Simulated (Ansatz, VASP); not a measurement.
# HgTe: VASP beside Ansatz

```
Hg Te
1.0
     0.00000    3.39165    3.39165
     3.39165    0.00000    3.39165
     3.39165    3.39165    0.00000
Hg Te
1 1
Cartesian
  0.0000 0.0000 0.0000
  1.6958 1.6958 1.6958
```

Alike in both runs: task single point; functional PBE; k mesh 12 × 12 × 12; occupations gaussian, width 0.1 eV; no spin polarisation.

```csv
,VASP,Ansatz
version,VASP 6.6.1,Ansatz 0.2.0
potentials or method,"VASP PAW PBE potentials, release 64 (Hg, Te), cutoff 520 eV","scalar-relativistic, plane waves, PAW"
valence electrons in the cell,18,36
```

```csv
,VASP,Ansatz,Ansatz less VASP
gap on the k mesh at the Fermi level (eV),none,none,-
pressure (GPa),-1.7,-1.7,-0.03
```

A gap of «none» marks a metal or a gap that the smearing closes. The functional is the same, so the differences come from potentials, cutoffs and numerics. VASP's potentials hold 18 valence electrons a cell and Ansatz's 36, so a difference there can come from the potentials and not from the codes.

Neither program's run includes spin-orbit coupling.
